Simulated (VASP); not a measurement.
# WS2 (R3m) in VASP: single point with PBE

Aim: the single point of WS2 with PBE.

Program: VASP 6.6.1. These are calculated values, not measurements. Logs are shortened: lines on timing, memory, paths and dates and some standing lists are left out, and cuts for length are marked.

**1. The cell of the first run**

The structure is trigonal, space group R3m (No. 160). Conventional cell: a = 3.200 Å, b = 3.200 Å, c = 18.733 Å, α = 90.00°, β = 90.00°, γ = 120.00°. Within 3.2 Å of W (site symmetry 3m) lie 6 S at 2.42 Å and 6 W at 3.20 Å. Within 3.2 Å of S (site symmetry 3m) lie 3 W at 2.42 Å and 7 S at 3.12 to 3.20 Å. S (site symmetry 3m) has 3 W at 2.42 Å and 7 S at 3.12 to 3.20 Å within 3.2 Å.

**2. Single point, PBE, collinear spin (18.45 Å³/atom)**

INCAR reads:

```
SYSTEM = WS2
ALGO = Normal
EDIFF = 1E-7
ENCUT = 520
GGA = PE
ISIF = 2
ISMEAR = -1
ISPIN = 2
KPAR = 4
LASPH = .True.
LCHARG = .True.
LMAXMIX = 4
LORBIT = 11
LREAL = .False.
LVHAR = .True.
LWAVE = .False.
MAGMOM = 2 0 0
NBANDS = 24
NELM = 150
PREC = Accurate
SIGMA = 0.02
```

KPOINTS reads:

```
k-points
0
Gamma
  16 16 16
  0 0 0
```

POSCAR reads:

```
WS2
1.0
    1.5997786986      0.9236326623      6.2444391255
   -1.5997786986      0.9236326623      6.2444391255
    0.0000000000     -1.8472653246      6.2444391255
W S
1 2
Direct
    0.0006667491      0.0006667491      0.0006667491
    0.2506675047      0.2506675047      0.2506675047
    0.4173657462      0.4173657462      0.4173657462
```

Potentials or basis: VASP PAW PBE potentials, release 64 (W_sv, S).

The run is started by

```sh
$ cat potpaw_PBE.64/W_sv/POTCAR potpaw_PBE.64/S/POTCAR > POTCAR
$ mpirun -np 4 vasp_std > vasp.out
```

OUTCAR:

```text
SYSTEM = WS2
   EDIFF = 1E-7
   ENCUT = 520
   GGA = PE
   ISIF = 2
   ISMEAR = -1
   ISPIN = 2
   LASPH = .True.
   LORBIT = 11
   LREAL = .False.
   NELM = 150
   PREC = Accurate

 ion  position               nearest neighbor table
   1  0.001  0.001  0.001-   2 2.42   2 2.42   2 2.42   3 2.42   3 2.42   3 2.42
   2  0.251  0.251  0.251-   1 2.42   1 2.42   1 2.42
   3  0.417  0.417  0.417-   1 2.42   1 2.42   1 2.42

  LATTYP: Found a trigonal (rhomboedric) cell.
 ALAT       =     6.5119435786
 COS(alpha) =     0.8792940837

  Lattice vectors:

 A1 = (   1.5997786986,   0.9236326623,   6.2444391255)
 A2 = (  -1.5997786986,   0.9236326623,   6.2444391255)
 A3 = (   0.0000000000,  -1.8472653246,   6.2444391255)

Analysis of symmetry for initial positions (statically):
=====================================================================
 Subroutine PRICEL returns:
 Original cell was already a primitive cell.

 Routine SETGRP: Setting up the symmetry group for a
 trigonal (rhombohedral) supercell.

 Subroutine GETGRP returns: Found  6 space group operations
 (whereof  6 operations were pure point group operations)
 out of a pool of 12 trial point group operations.

The static configuration has the point symmetry C_3v.

Analysis of symmetry for dynamics (positions and initial velocities):
=====================================================================
 Subroutine PRICEL returns:
 Original cell was already a primitive cell.

 Routine SETGRP: Setting up the symmetry group for a
 trigonal (rhombohedral) supercell.

 Subroutine GETGRP returns: Found  6 space group operations
 (whereof  6 operations were pure point group operations)
 out of a pool of 12 trial point group operations.

The dynamic configuration has the point symmetry C_3v.

Analysis of structural, dynamic, and magnetic symmetry:
=====================================================================
 Subroutine PRICEL returns:
 Original cell was already a primitive cell.

 Routine SETGRP: Setting up the symmetry group for a
 trigonal (rhombohedral) supercell.

 Subroutine GETGRP returns: Found  6 space group operations
 (whereof  6 operations were pure point group operations)
 out of a pool of 12 trial point group operations.

The overall configuration has the point symmetry C_3v.

 Subroutine INISYM returns: Found  6 space group operations
 (whereof  6 operations are pure point group operations),
 and found     1 'primitive' translations

----------------------------------------------------------------------------------------

                                     Primitive cell

  volume of cell :      55.3610

  direct lattice vectors                    reciprocal lattice vectors
     1.599778699  0.923632662  6.244439125     0.312543229  0.180446917  0.053380828
    -1.599778699  0.923632662  6.244439125    -0.312543229  0.180446917  0.053380828
     0.000000000 -1.847265325  6.244439125     0.000000000 -0.360893835  0.053380828

  length of vectors
     6.511943579  6.511943579  6.511943579     0.364820329  0.364820329  0.364820329

  position of ions in fractional coordinates (direct lattice)
     0.000666749  0.000666749  0.000666749
     0.250667505  0.250667505  0.250667505
     0.417365746  0.417365746  0.417365746

  ion indices of the primitive-cell ions
   primitive index   ion index
                 1           1
                 2           2
                 3           3

----------------------------------------------------------------------------------------

 KPOINTS: k-points

Automatic generation of k-mesh.
 Grid dimensions read from file:
 generate k-points for:   16   16   16

 Generating k-lattice:

  Cartesian coordinates                     Fractional coordinates (reciprocal lattice)
     0.019533952  0.011277932  0.003336302     0.062500000  0.000000000  0.000000000
    -0.019533952  0.011277932  0.003336302     0.000000000  0.062500000  0.000000000
     0.000000000 -0.022555865  0.003336302     0.000000000  0.000000000  0.062500000

  Length of vectors
     0.022801271  0.022801271  0.022801271

  Shift w.r.t. Gamma in fractional coordinates (k-lattice)
     0.000000000  0.000000000  0.000000000

 Subroutine IBZKPT returns following result:
 ===========================================

 Found    417 irreducible k-points:

 Following reciprocal coordinates:
            Coordinates               Weight
  0.000000  0.000000  0.000000      1.000000
  0.062500 -0.000000 -0.000000      6.000000
  0.125000 -0.000000 -0.000000      6.000000
  0.187500 -0.000000 -0.000000      6.000000
  0.250000 -0.000000 -0.000000      6.000000
  0.312500  0.000000 -0.000000      6.000000
[... 16 lines left out ...]
 -0.125000  0.062500  0.000000     12.000000
 -0.062500  0.062500  0.000000      6.000000
 [... further k-points ...]
   k-points           NKPTS =    417   k-points in BZ     NKDIM =    417   number of bands    NBANDS=     24
   number of dos      NEDOS =    301   number of ions     NIONS =      3
   total plane-waves  NPLWV = 110592
   dimension x,y,z NGX =    48 NGY =   48 NGZ =   48
   dimension x,y,z NGXF=    96 NGYF=   96 NGZF=   96
   ions per type =               1   2
   NGX,Y,Z   is equivalent  to a cutoff of  12.25, 12.25, 12.25 a.u.
   NGXF,Y,Z  is equivalent  to a cutoff of  24.51, 24.51, 24.51 a.u.
 SYSTEM =  WS2
   PREC   = accura    normal or accurate (medium, high low for compatibility)
   ISTART =      0    job   : 0-new  1-cont  2-samecut
   ICHARG =      2    charge: 1-file 2-atom 10-const
   ISPIN  =      2    spin polarized calculation?
   LNONCOLLINEAR =      F non collinear calculations
   LSORBIT =      F    spin-orbit coupling
   LASPH  =      T    aspherical Exc in radial PAW
   ENCUT  =  520.0 eV  38.22 Ry    6.18 a.u.  12.11 12.11 12.11*2*pi/ulx,y,z
   NELM   =    150;   NELMIN=  2; NELMDL= -5     # of ELM steps
   EDIFF  = 0.1E-06   stopping-criterion for ELM
   LREAL  =      F    real-space projection
   EDIFFG = 0.1E-05   stopping-criterion for IOM
   NSW    =      0    number of steps for IOM
   IBRION =     -1    ionic relax: 0-MD 1-quasi-New 2-CG
   NFREE  =      0    steps in history (QN), initial steepest desc. (CG)
   ISIF   =      2    stress and relaxation
   ISYM   =      2    0-nonsym 1-usesym 2-fastsym
   POTIM  = 0.5000    time-step for ionic-motion
   TEBEG  =    0.0;   TEEND  =   0.0 temperature during run
   PSTRESS=    0.0 pullay stress
   NELECT =      26.0000    total number of electrons
   NUPDOWN=      -1.0000    fix difference up-down
   EMIN   =  10.00;   EMAX   =-10.00  energy-range for DOS
   EFERMI =   0.00;   METHOD = LEGACY
   ISMEAR =    -1;   SIGMA  =   0.02  broadening in eV -4-tet -1-fermi 0-gaus
   EFERMI_NEDOS =   21; number of points for ismear=-14 and -15
   IALGO  =     38    algorithm
   IMIX   =      4    mixing-type and parameters
     AMIX     =   0.40;   BMIX     =  1.00
     AMIX_MAG =   1.60;   BMIX_MAG =  1.00
  volume/ion in A,a.u.               =      18.45       124.53
  Fermi-wavevector in a.u.,A,eV,Ry     =   1.272520  2.404714 22.032015  1.619307
  Thomas-Fermi vector in A             =   2.405394
   LORBIT       =     11    0 simple, 1 ext, 2 COOP (PROOUT), +10 PAW based schemes
   GGA     = PE    functional components
   LHFCALC =     F    Hartree Fock is set to
   AEXX    =    0.0000 exact exchange contribution
   IVDW    =     0    specifies the selected vdW correction
   LEPSILON=     F    determine dielectric tensor
   LRPA    =     F    only Hartree local field effects (RPA)
 spin polarized calculation
  energy-cutoff  :      520.00
  volume of cell :       55.36
 maximum number of plane-waves:      1509
   NGX = 25   NGY = 25   NGZ = 25

 number of electron      26.0000001 magnetization       0.0000842

 number of electron      26.0000001 magnetization      -0.0000214

 Free energy of the ion-electron system (eV)
  ---------------------------------------------------
  ext. energy  EPLUGINS =         0.00000000
  ---------------------------------------------------
  free energy    TOTEN  =       -23.64087981 eV

  energy without entropy =      -23.64087981  energy(sigma->0) =      -23.64087981

 E-fermi :   7.5301     XC(G=0): -10.7176

 val. band max:        7.0329805316   @ k =   0.5000   0.5000   0.5000
 cond. band min:       8.1255200644   @ k =  -0.1875   0.1875   0.0000
 fundamental gap:      1.0925395327
 Fermi energy:         7.5300981537

 spin component 1

 k-point     1 :       0.0000    0.0000    0.0000
  band No.  band energies     occupation
      1     -67.6755      1.00000
      2     -31.8995      1.00000
      3     -31.7676      1.00000
      4     -31.7676      1.00000
      5      -8.4478      1.00000
      6      -6.5422      1.00000
[... 16 lines left out ...]
     23      18.9988      0.00000
     24      18.9988      0.00000
[... 598 lines left out ...]
      2     -31.8931      1.00000
      3     -31.8029      1.00000
      4     -31.7763      1.00000
      5      -8.2604      1.00000
      6      -6.4834      1.00000
[... 16 lines left out ...]
     23      17.8534      0.00000
     24      18.7887      0.00000

 [... further k-points ...]

 spin component 2

 k-point     1 :       0.0000    0.0000    0.0000
  band No.  band energies     occupation
      1     -67.6755      1.00000
      2     -31.8995      1.00000
      3     -31.7676      1.00000
      4     -31.7676      1.00000
      5      -8.4478      1.00000
      6      -6.5422      1.00000
[... 16 lines left out ...]
     23      18.9988      0.00000
     24      18.9988      0.00000
[... 598 lines left out ...]
      2     -31.8931      1.00000
      3     -31.8029      1.00000
      4     -31.7763      1.00000
      5      -8.2604      1.00000
      6      -6.4834      1.00000
[... 16 lines left out ...]
     23      17.8534      0.00000
     24      18.7887      0.00000

 [... further k-points ...]

------------------------ aborting loop because EDIFF is reached ----------------------------------------

  FORCE on cell =-STRESS in cart. coord.  units (eV):
  Direction    XX          YY          ZZ          XY          YZ          ZX
  --------------------------------------------------------------------------------------
  -------------------------------------------------------------------------------------
  Total       -0.1273271     -0.1273271      0.7768453      0.0000000      0.0000000      0.0000000
  in kB       -3.6849155     -3.6849155     22.4823266      0.0000000      0.0000000      0.0000000
  external PRESSURE =       5.0374985 kB  Pullay stress =       0.0000000 kB

 VOLUME and BASIS-vectors are now :
 -----------------------------------------------------------------------------
  energy-cutoff  :      520.00
  volume of cell :       55.36
      direct lattice vectors                 reciprocal lattice vectors
     1.599778699  0.923632662  6.244439125     0.312543229  0.180446917  0.053380828
    -1.599778699  0.923632662  6.244439125    -0.312543229  0.180446917  0.053380828
     0.000000000 -1.847265325  6.244439125     0.000000000 -0.360893835  0.053380828

 POSITION                                       TOTAL-FORCE (eV/Angst)
 -----------------------------------------------------------------------------------
      0.00000      0.00000      0.01249         0.000000      0.000000      0.001086
      0.00000      0.00000      4.69583         0.000000     -0.000000     -0.012104
      0.00000      0.00000      7.81864         0.000000     -0.000000      0.011019
 -----------------------------------------------------------------------------------
    total drift:                               -0.000000      0.000000     -0.000266

  FREE ENERGIE OF THE ION-ELECTRON SYSTEM (eV)
  ---------------------------------------------------
  free  energy   TOTEN  =       -23.6408798090 eV

  energy  without entropy=      -23.6408798090  energy(sigma->0) =      -23.64087981

 total charge

# of ion       s       p       d       tot
------------------------------------------
    1        2.318   6.318   3.358  11.993
    2        1.359   2.360   0.000   3.718
    3        1.359   2.359   0.000   3.718
--------------------------------------------------
tot          5.035  11.037   3.358  19.430

 magnetization (x)

# of ion       s       p       d       tot
------------------------------------------
    1       -0.000  -0.000  -0.000  -0.000
    2        0.000   0.000   0.000   0.000
    3        0.000   0.000   0.000   0.000
--------------------------------------------------
tot         -0.000   0.000  -0.000  -0.000
```

Run time: 13 min. Hardware: 4 MPI ranks of Intel Xeon Platinum 8259CL at 2.50GHz (Skylake/Cascade Lake), shared host; peak memory 1 GiB.

What came out:

```
Free energy                                           : -23.6409 eV
Pressure                                              : 0.5 GPa
Largest force                                         : 0.012 eV/Å
Band gap on the k mesh                                : 1.09 eV (least direct gap 1.89 eV)
Net moment                                            : 0.00 μB per cell
Valence electrons inside the program's atomic spheres : W 11.99; S 3.72
```

Forces in eV/Å, atoms in the order of the input:
```
W    0.000  0.000  0.001
S    0.000  0.000 -0.012
S    0.000  0.000  0.011
```

Stress tensor (GPa, compression positive):
```
-0.37  0.00  0.00
 0.00 -0.37  0.00
 0.00  0.00  2.25
```

Caveat: spin-orbit coupling is left out, which moves the levels of the heavy elements. A k mesh can miss the band edges.
